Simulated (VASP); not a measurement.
# Ti4O in VASP: a series of runs, part 2 of 2

VASP 6.6.1. Earlier steps stand in the parts before.

### 3 Single point, PBEsol

Contents of INCAR:

```
SYSTEM = Ti4O
  ALGO = Normal
  DIPOL = 0.5 0.5 0.510
  EDIFF = 1E-7
  ENCUT = 520
  GGA = PS
  IDIPOL = 3
  ISIF = 2
  ISMEAR = 0
  LASPH = .True.
  LCHARG = .True.
  LDIPOL = .True.
  LELF = .True.
  LREAL = .False.
  LVACPOTAV = .True.
  LVHAR = .True.
  LWAVE = .False.
  NBANDS = 35
  NELM = 60
  PREC = Accurate
  SIGMA = 0.1
```

Contents of KPOINTS:

```
k-points
0
Gamma
  12 12 1
  0 0 0
```

Contents of POSCAR:

```
Ti4O
1.0
    2.8679135954      0.0000000000      0.0000000000
   -1.4339567977      2.4836860295      0.0000000000
    0.0000000000      0.0000000000     26.0249249352
Ti O
4 1
Direct
    0.6666666667      0.3333333333      0.3266099719
    0.3333333333      0.6666666667      0.4165868556
    0.0000000000      0.0000000000      0.5080269110
    0.6666666667      0.3333333333      0.5921085072
    1.3333333333      0.6666666667      0.7045465813
```

Potentials or basis: VASP PAW PBE potentials, release 64 (Ti_sv, O).

Run with:

```
$ cat potpaw_PBE.64/Ti_sv/POTCAR potpaw_PBE.64/O/POTCAR > POTCAR
$ mpirun -np 1 vasp_std > vasp.out
```

OUTCAR:

```text
SYSTEM = Ti4O
   EDIFF = 1E-7
   ENCUT = 520
   GGA = PS
   ISIF = 2
   ISMEAR = 0
   LASPH = .True.
   LREAL = .False.
   NELM = 60
   PREC = Accurate

 ion  position               nearest neighbor table
   1  0.667  0.333  0.327-   2 2.87   2 2.87   2 2.87
   2  0.333  0.667  0.417-   1 2.87   1 2.87   1 2.87   3 2.90   3 2.90   3 2.90
   3  0.000  0.000  0.508-   4 2.74   4 2.74   4 2.74   2 2.90   2 2.90   2 2.90
   4  0.667  0.333  0.592-   3 2.74   3 2.74   3 2.74
   5  0.333  0.667  0.705-

  LATTYP: Found a hexagonal cell.
 ALAT       =     2.8679135954
[... 921 lines left out ...]
  -------------------------------------------------------------------------------------
  Total       -2.2184138     -2.2184138     -6.5612257     -0.0000000      0.0000000      0.0000000
  in kB      -19.1734781    -19.1734781    -56.7078679     -0.0000000      0.0000000      0.0000000
  external PRESSURE =     -31.6849413 kB  Pullay stress =       0.0000000 kB

 VOLUME and BASIS-vectors are now :
 -----------------------------------------------------------------------------
  energy-cutoff  :      520.00
  volume of cell :      185.38
      direct lattice vectors                 reciprocal lattice vectors
     2.867913595  0.000000000  0.000000000     0.348685540  0.201313690  0.000000000
    -1.433956798  2.483686029  0.000000000     0.000000000  0.402627380  0.000000000
     0.000000000  0.000000000 26.024924935     0.000000000  0.000000000  0.038424703

 POSITION                                       TOTAL-FORCE (eV/Angst)
 -----------------------------------------------------------------------------------
      1.43396      0.82790      8.50000         0.000000      0.000000      0.499620
     -0.00000      1.65579     10.84164        -0.000000     -0.000000     -0.510876
      0.00000      0.00000     13.22136        -0.000000      0.000000     -0.144561
      1.43396      0.82790     15.40958         0.000000      0.000000      2.111905
     -0.00000      1.65579     18.33577         0.000000     -0.000000     -1.956088
 -----------------------------------------------------------------------------------
    total drift:                               -0.000000      0.000000      0.001332

  FREE ENERGIE OF THE ION-ELECTRON SYSTEM (eV)
  ---------------------------------------------------
  free  energy   TOTEN  =       -33.9834822848 eV

  energy  without entropy=      -33.9312887160  energy(sigma->0) =      -33.95738550

 vacuum level on the upper side and lower side of the slab         8.288         3.753
```

stdout:

```text
POSCAR found type information on POSCAR TiO
 POSCAR found :  2 types and       5 ions
 scaLAPACK will be used
 -----------------------------------------------------------------------------
|                                                                             |
[... 23 lines left out ...]
|     field-free region was found. Please increase the size of  your cell     |
|     in the dimension of the dipole correction to obtain accurate            |
|     workfunction values.                                                    |
|                                                                             |
 -----------------------------------------------------------------------------
```

It took 2.7 min on 1 thread of Intel Xeon 6975P-C (Granite Rapids), shared host; peak memory 0.38 GiB.

What came out:

| Item | Value |
| --- | --- |
| Free energy | -33.9835 eV |
| Largest force | 2.112 eV/Å |
| Band gap on the k mesh | zero (bands 27 and 28 overlap by 0.77 eV) |

Forces in eV/Å, atoms in the order of the input:
```
Ti   0.000  0.000  0.500
Ti   0.000  0.000 -0.511
Ti   0.000  0.000 -0.145
Ti   0.000  0.000  2.112
O    0.000  0.000 -1.956
```

Levels at points of the mesh, in eV from the Fermi level:
```
           k point  band 23  band 24  band 25  band 26  band 27  band 28  band 29  band 30  band 31  band 32
(0.00, 0.00, 0.00)    -0.16     0.30     0.33     0.51     0.51     0.61     0.61     0.81     0.81     0.82
(0.50, 0.00, 0.00)    -1.68    -1.35    -0.75    -0.39     0.07     0.41     0.57     0.81     0.86     1.41
```

Caveat: the PAW data sets were made with another functional, which shifts forces and pressure a little.

### 4 Single point, PBEsol

Contents of INCAR:

```
SYSTEM = Ti4O
  PREC = Accurate
  ENCUT = 520
  EDIFF = 1E-6
  ISMEAR = 0
  SIGMA = 0.1
  LREAL = .False.
  LASPH = .True.
  NELM = 100
  ALGO = Normal
  ISIF = 2
  LWAVE = .False.
  LCHARG = .False.
  LDIPOL = .True.
  IDIPOL = 3
  DIPOL = 0.5 0.5 0.517
  GGA = PS
  NBANDS = 35
```

Contents of KPOINTS:

```
Automatic mesh
0
Gamma
  12 12 1
  0 0 0
```

Edit POSCAR of step 3 so:

```diff
@@ -12,2 +12,2 @@
     0.6666666667      0.3333333333      0.5921085072
-    1.3333333333      0.6666666667      0.7045465813
+    1.3333333333      0.6666666667      0.7429712839
```

Potentials or basis: VASP PAW PBE potentials, release 64 (Ti_sv, O).

Run with:

```
$ cat potpaw_PBE.64/Ti_sv/POTCAR potpaw_PBE.64/O/POTCAR > POTCAR
$ mpirun -np 1 vasp_std > vasp.out
```

OUTCAR:

```text
SYSTEM = Ti4O
   PREC = Accurate
   ENCUT = 520
   EDIFF = 1E-6
   ISMEAR = 0
   LREAL = .False.
   LASPH = .True.
   NELM = 100
   ISIF = 2
   GGA = PS

 ion  position               nearest neighbor table
   1  0.667  0.333  0.327-   2 2.87   2 2.87   2 2.87
   2  0.333  0.667  0.417-   1 2.87   1 2.87   1 2.87   3 2.90   3 2.90   3 2.90
   3  0.000  0.000  0.508-   4 2.74   4 2.74   4 2.74   2 2.90   2 2.90   2 2.90
   4  0.667  0.333  0.592-   3 2.74   3 2.74   3 2.74
   5  0.333  0.667  0.743-

[... 925 lines left out ...]
  -------------------------------------------------------------------------------------
  Total       -2.8435403     -2.8435403     -3.1671222     -0.0000000      0.0000000      0.0000000
  in kB      -24.5763695    -24.5763695    -27.3730485     -0.0000000      0.0000000      0.0000000
  external PRESSURE =     -25.5085959 kB  Pullay stress =       0.0000000 kB

 VOLUME and BASIS-vectors are now :
 -----------------------------------------------------------------------------
  energy-cutoff  :      520.00
  volume of cell :      185.38
      direct lattice vectors                 reciprocal lattice vectors
     2.867913595  0.000000000  0.000000000     0.348685540  0.201313690  0.000000000
    -1.433956798  2.483686029  0.000000000     0.000000000  0.402627380  0.000000000
     0.000000000  0.000000000 26.024924935     0.000000000  0.000000000  0.038424703

 POSITION                                       TOTAL-FORCE (eV/Angst)
 -----------------------------------------------------------------------------------
      1.43396      0.82790      8.50000         0.000000      0.000000      0.515827
     -0.00000      1.65579     10.84164        -0.000000      0.000000     -0.536205
      0.00000      0.00000     13.22136         0.000000      0.000000     -0.005457
      1.43396      0.82790     15.40958         0.000000     -0.000000      0.541263
     -0.00000      1.65579     19.33577        -0.000000      0.000000     -0.515428
 -----------------------------------------------------------------------------------
    total drift:                               -0.000000      0.000000      0.001232

  FREE ENERGIE OF THE ION-ELECTRON SYSTEM (eV)
  ---------------------------------------------------
  free  energy   TOTEN  =       -32.8637972084 eV

  energy  without entropy=      -32.7946510717  energy(sigma->0) =      -32.82922414

 vacuum level on the upper side and lower side of the slab         8.542         3.759
```

stdout:

```text
POSCAR found type information on POSCAR TiO
 POSCAR found :  2 types and       5 ions
 scaLAPACK will be used
 -----------------------------------------------------------------------------
|                                                                             |
|                                                                             |
|     You enforced a specific xc type in the INCAR file but a different       |
|     I HOPE YOU KNOW WHAT YOU ARE DOING!                                     |
|                                                                             |
 -----------------------------------------------------------------------------

 LDA part: xc-table for (Slater+PW92), standard interpolation
 POSCAR, INCAR and KPOINTS ok, starting setup
 FFT: planning ... GRIDC
 FFT: planning ... GRID_SOFT
 FFT: planning ... GRID
 WAVECAR not read
 entering main loop
```

It took 2.9 min on 1 thread of Intel Xeon 6975P-C (Granite Rapids), shared host; peak memory 0.37 GiB.

Results:

| Property | Result |
| --- | --- |
| Free energy | -32.8638 eV |
| Largest force | 0.541 eV/Å |
| Band gap on the k mesh | zero (bands 27 and 28 overlap by 0.85 eV) |

Forces on the atoms (eV/Å):
```
Ti   0.000  0.000  0.516
Ti   0.000  0.000 -0.536
Ti   0.000  0.000 -0.005
Ti   0.000  0.000  0.541
O    0.000  0.000 -0.515
```

Caveat: the PAW data sets were made with another functional, which shifts forces and pressure a little.

### 5 Summary

```tsv
cell	gap on the mesh (eV)	largest force (eV/Å)
as given, atomic positions A	none	6.85
as given, atomic positions B	none	2.11
as given, atomic positions C	none	0.54
```

Alike in all rows: task single point; level PBEsol; potentials or basis VASP PAW PBE potentials, release 64 (Ti_sv, O); no spin polarisation; k mesh 12 × 12 × 1; cutoff (eV) 520; smearing gaussian 0.1 eV.

Caveats: the PAW data sets were made with another functional, which shifts forces and pressure a little.

Total energies depend on the potentials used, so only differences within one code and one set of settings carry meaning.
